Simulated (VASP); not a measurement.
# TaHO2 (P6_3/mmc) in VASP: single point with PBE

Aim: the single point of TaHO2 with PBE.

Program: VASP 6.6.1. These are calculated values, not measurements. Logs are shortened: lines on timing, memory, paths and dates and some standing lists are left out, and cuts for length are marked.

### Step 1. The cell of the first run

Symmetry: P6_3/mmc, No. 194, hexagonal system. The conventional cell has a = 2.911 Å, b = 2.911 Å, c = 10.322 Å, α = 90.00°, β = 90.00°, γ = 120.00°. Ta (site symmetry -6m2) has 6 O at 2.12 Å and 6 Ta at 2.91 Å and 6 H at 3.08 Å within 3.1 Å. Within 3.1 Å of H (site symmetry -3m) lie 6 O at 2.12 Å and 6 H at 2.91 Å and 6 Ta at 3.08 Å. O (site symmetry 3m) has 3 Ta at 2.12 Å and 3 H at 2.12 Å and 10 O at 2.57 to 3.09 Å within 3.1 Å.

### Step 2. Single point, PBE

File INCAR:

```
SYSTEM = TaHO2
PREC = Accurate
ENCUT = 700
EDIFF = 1E-6
ISMEAR = 0
SIGMA = 0.1
LREAL = .False.
LASPH = .True.
NELM = 120
ALGO = Normal
ISIF = 2
LWAVE = .False.
LCHARG = .False.
GGA = PE
NBANDS = 36
GGA_COMPAT = .False.
```

File KPOINTS:

```
regular mesh
0
Gamma
  12 12 4
  0 0 0
```

File POSCAR:

```
TaHO2
1.0
    2.9107725459      0.0000000000      0.0000000000
   -1.4553862729      2.5208029694      0.0000000000
    0.0000000000      0.0000000000     10.3224439148
Ta H O
2 2 4
Direct
    0.6666666667      0.3333333333      0.7500000000
    0.3333333333      0.6666666667      0.2500000000
    0.0000000000      0.0000000000      0.0000000000
    0.0000000000      0.0000000000      0.5000000000
    0.3333333333      0.6666666667      0.8745219494
    0.3333333333      0.6666666667      0.6254780506
    0.6666666667      0.3333333333      0.3745219494
    0.6666666667      0.3333333333      0.1254780506
```

Potentials or basis: VASP PAW PBE potentials, release 64 (Ta_sv_GW, H, O).

Started as:

```
cat potpaw_PBE.64/Ta_sv_GW/POTCAR potpaw_PBE.64/H/POTCAR potpaw_PBE.64/O/POTCAR > POTCAR
mpirun -np 1 vasp_std > vasp.out
```

OUTCAR:

```text
SYSTEM = TaHO2
   PREC = Accurate
   ENCUT = 700
   EDIFF = 1E-6
   ISMEAR = 0
   LREAL = .False.
   LASPH = .True.
   NELM = 120
   ISIF = 2
   GGA = PE

 ion  position               nearest neighbor table
   1  0.667  0.333  0.750-   5 2.12   6 2.12   5 2.12   6 2.12   5 2.12   6 2.12
   2  0.333  0.667  0.250-   7 2.12   8 2.12   7 2.12   8 2.12   7 2.12   8 2.12
   3  0.000  0.000  0.000-
   4  0.000  0.000  0.500-
   5  0.333  0.667  0.875-   1 2.12   1 2.12   1 2.12
   6  0.333  0.667  0.625-   1 2.12   1 2.12   1 2.12
   7  0.667  0.333  0.375-   2 2.12   2 2.12   2 2.12
   8  0.667  0.333  0.125-   2 2.12   2 2.12   2 2.12

  LATTYP: Found a hexagonal cell.
 ALAT       =     2.9107725459
 C/A-ratio  =     3.5462901178

  Lattice vectors:

 A1 = (   2.9107725459,   0.0000000000,   0.0000000000)
 A2 = (  -1.4553862729,   2.5208029694,   0.0000000000)
 A3 = (   0.0000000000,   0.0000000000,  10.3224439148)

Analysis of symmetry for initial positions (statically):
=====================================================================
 Subroutine PRICEL returns:
 Original cell was already a primitive cell.

 Routine SETGRP: Setting up the symmetry group for a
 hexagonal supercell.

 Subroutine GETGRP returns: Found 24 space group operations
 (whereof 12 operations were pure point group operations)
 out of a pool of 24 trial point group operations.

The static configuration has the point symmetry D_3d.
 The point group associated with its full space group is D_6h.

Analysis of symmetry for dynamics (positions and initial velocities):
=====================================================================
 Subroutine PRICEL returns:
 Original cell was already a primitive cell.

 Routine SETGRP: Setting up the symmetry group for a
 hexagonal supercell.

 Subroutine GETGRP returns: Found 24 space group operations
 (whereof 12 operations were pure point group operations)
 out of a pool of 24 trial point group operations.

The dynamic configuration has the point symmetry D_3d.
 The point group associated with its full space group is D_6h.

 Subroutine INISYM returns: Found 24 space group operations
 (whereof 12 operations are pure point group operations),
 and found     1 'primitive' translations

[... 102 lines left out ...]
   LSORBIT =      F    spin-orbit coupling
   LASPH  =      T    aspherical Exc in radial PAW
   ENCUT  =  700.0 eV  51.45 Ry    7.17 a.u.   6.28  6.28 22.27*2*pi/ulx,y,z
   NELM   =    120;   NELMIN=  2; NELMDL= -5     # of ELM steps
   EDIFF  = 0.1E-05   stopping-criterion for ELM
   LREAL  =      F    real-space projection
   EDIFFG = 0.1E-04   stopping-criterion for IOM
   NSW    =      0    number of steps for IOM
   IBRION =     -1    ionic relax: 0-MD 1-quasi-New 2-CG
   NFREE  =      0    steps in history (QN), initial steepest desc. (CG)
   ISIF   =      2    stress and relaxation
   ISYM   =      2    0-nonsym 1-usesym 2-fastsym
   POTIM  = 0.5000    time-step for ionic-motion
   TEBEG  =    0.0;   TEEND  =   0.0 temperature during run
   PSTRESS=    0.0 pullay stress
   NELECT =      52.0000    total number of electrons
   NUPDOWN=      -1.0000    fix difference up-down
   EMIN   =  10.00;   EMAX   =-10.00  energy-range for DOS
   EFERMI =   0.00;   METHOD = LEGACY
   ISMEAR =     0;   SIGMA  =   0.10  broadening in eV -4-tet -1-fermi 0-gaus
   EFERMI_NEDOS =   21; number of points for ismear=-14 and -15
   IALGO  =     38    algorithm
   IMIX   =      4    mixing-type and parameters
     AMIX     =   0.40;   BMIX     =  1.00
     AMIX_MAG =   1.60;   BMIX_MAG =  1.00
  volume/ion in A,a.u.               =       9.47        63.89
  Fermi-wavevector in a.u.,A,eV,Ry     =   1.444218  2.729176 28.378559  2.085765
  Thomas-Fermi vector in A             =   2.562538
   LORBIT       =      0    0 simple, 1 ext, 2 COOP (PROOUT), +10 PAW based schemes
   GGA     = PE    functional components
   LHFCALC =     F    Hartree Fock is set to
   AEXX    =    0.0000 exact exchange contribution
   IVDW    =     0    specifies the selected vdW correction
   LEPSILON=     F    determine dielectric tensor
   LRPA    =     F    only Hartree local field effects (RPA)
 non-spin polarized calculation
 Gauss-broadening in eV      SIGMA  =   0.10
  energy-cutoff  :      700.00
  volume of cell :       75.74
 maximum number of plane-waves:      3212
 NGX is ok and might be reduce to    28
   NGX = 13   NGY = 13   NGZ = 45

 number of electron      52.0000003 magnetization

 Free energy of the ion-electron system (eV)
  ---------------------------------------------------
  ext. energy  EPLUGINS =         0.00000000
  ---------------------------------------------------
  free energy    TOTEN  =       -63.79278593 eV

  energy without entropy =      -63.78337397  energy(sigma->0) =      -63.78807995

 E-fermi :   7.0212     XC(G=0): -11.8262

 val. band max:        7.0093452266   @ k =   0.3333   0.2500   0.0000
 cond. band min:       7.0239027875   @ k =   0.1667   0.0000   0.2500
 fundamental gap:      0.0145575609
 Fermi energy:         7.0212461305

 k-point     1 :       0.0000    0.0000    0.0000
  band No.  band energies     occupation
      1     -61.4383      2.00000
      2     -61.4382      2.00000
      3     -28.2066      2.00000
      4     -28.2044      2.00000
      5     -27.3898      2.00000
      6     -27.3898      2.00000
[... 925 lines left out ...]
     35      12.7935      0.00000
     36      12.8430      0.00000

 [... further k-points ...]
[... 5 lines left out ...]
  --------------------------------------------------------------------------------------
  -------------------------------------------------------------------------------------
  Total       -0.0138132     -0.0138132     -0.0293676     -0.0000000      0.0000000     -0.0000000
  in kB       -0.2921962     -0.2921962     -0.6212260     -0.0000000      0.0000000     -0.0000000
  external PRESSURE =      -0.4018728 kB  Pullay stress =       0.0000000 kB

 VOLUME and BASIS-vectors are now :
 -----------------------------------------------------------------------------
  energy-cutoff  :      700.00
  volume of cell :       75.74
      direct lattice vectors                 reciprocal lattice vectors
     2.910772546  0.000000000  0.000000000     0.343551406  0.198349497  0.000000000
    -1.455386273  2.520802969  0.000000000     0.000000000  0.396698993  0.000000000
     0.000000000  0.000000000 10.322443915     0.000000000  0.000000000  0.096876283

 POSITION                                       TOTAL-FORCE (eV/Angst)
 -----------------------------------------------------------------------------------
      1.45539      0.84027      7.74183        -0.000000      0.000000      0.000000
     -0.00000      1.68054      2.58061         0.000000     -0.000000      0.000000
      0.00000      0.00000      0.00000         0.000000     -0.000000      0.000000
      0.00000      0.00000      5.16122         0.000000     -0.000000      0.000000
     -0.00000      1.68054      9.02720        -0.000000     -0.000000      0.046696
     -0.00000      1.68054      6.45646         0.000000     -0.000000     -0.046696
      1.45539      0.84027      3.86598        -0.000000      0.000000      0.046696
      1.45539      0.84027      1.29524         0.000000      0.000000     -0.046696
 -----------------------------------------------------------------------------------
    total drift:                               -0.000000      0.000000     -0.000000

  FREE ENERGIE OF THE ION-ELECTRON SYSTEM (eV)
  ---------------------------------------------------
  free  energy   TOTEN  =       -63.7927859325 eV

  energy  without entropy=      -63.7833739712  energy(sigma->0) =      -63.78807995
```

OSZICAR:

```text
N       E                     dE             d eps       ncg     rms          rms(c)
DAV:   1     0.490460973053E+03    0.49046E+03   -0.36375E+04  4104   0.180E+03
DAV:   2    -0.360278561786E+02   -0.52649E+03   -0.51282E+03  5252   0.413E+02
DAV:   3    -0.727886773321E+02   -0.36761E+02   -0.36402E+02  5352   0.106E+02
DAV:   4    -0.735778056007E+02   -0.78913E+00   -0.78686E+00  5476   0.145E+01
[... 10 lines left out ...]
DAV:  15    -0.637928581655E+02   -0.85755E-04   -0.79271E-04  4844   0.157E-01    0.127E-01
DAV:  16    -0.637927949617E+02    0.63204E-04   -0.23027E-04  4588   0.740E-02    0.888E-02
DAV:  17    -0.637927906887E+02    0.42730E-05   -0.49581E-05  4740   0.345E-02    0.356E-01
DAV:  18    -0.637927860112E+02    0.46776E-05   -0.28741E-05  4364   0.180E-02    0.697E-02
DAV:  19    -0.637927859325E+02    0.78610E-07   -0.26002E-06  3136   0.773E-03
   1 F= -.63792786E+02 E0= -.63788080E+02  d E =-.941196E-02
```

stdout:

```text
POSCAR found type information on POSCAR TaH O
 POSCAR found :  3 types and       8 ions
 scaLAPACK will be used
 LDA part: xc-table for (Slater+PW92), standard interpolation
 POSCAR, INCAR and KPOINTS ok, starting setup
 FFT: planning ... GRIDC
 FFT: planning ... GRID_SOFT
 FFT: planning ... GRID
 WAVECAR not read
 entering main loop
```

Wall time 3.4 min (1 thread of AMD EPYC 9R45 (Zen 5), shared host); peak memory 0.36 GiB.

What came out:

```
Free energy            : -63.7928 eV
Pressure               : 0.0 GPa
Largest force          : 0.047 eV/Å
Band gap on the k mesh : zero (bands 26 and 27 overlap by 1.10 eV)
```

Forces in eV/Å, atoms in the order of the input:
```
Ta   0.000  0.000  0.000
Ta   0.000  0.000  0.000
H    0.000  0.000  0.000
H    0.000  0.000  0.000
O    0.000  0.000  0.047
O    0.000  0.000 -0.047
O    0.000  0.000  0.047
O    0.000  0.000 -0.047
```

Levels at points of the mesh, in eV from the Fermi level:
```csv
k point,band 22,band 23,band 24,band 25,band 26,band 27,band 28,band 29,band 30,band 31
"(0.00, 0.00, 0.00)",-3.94,-3.94,-2.90,-1.67,1.03,1.11,1.73,2.80,2.80,2.88
"(0.50, 0.00, 0.00)",-3.88,-3.68,-3.67,-1.01,-0.30,0.43,0.85,4.14,4.67,4.70
"(0.00, 0.00, 0.50)",-3.98,-3.98,-3.98,-0.30,-0.30,1.61,1.61,2.84,2.84,2.84
"(0.50, 0.00, 0.50)",-3.92,-3.77,-3.77,-0.60,-0.60,0.62,0.62,4.36,4.36,4.76
```

Caveat: spin-orbit coupling is left out, which moves the levels of the heavy elements.
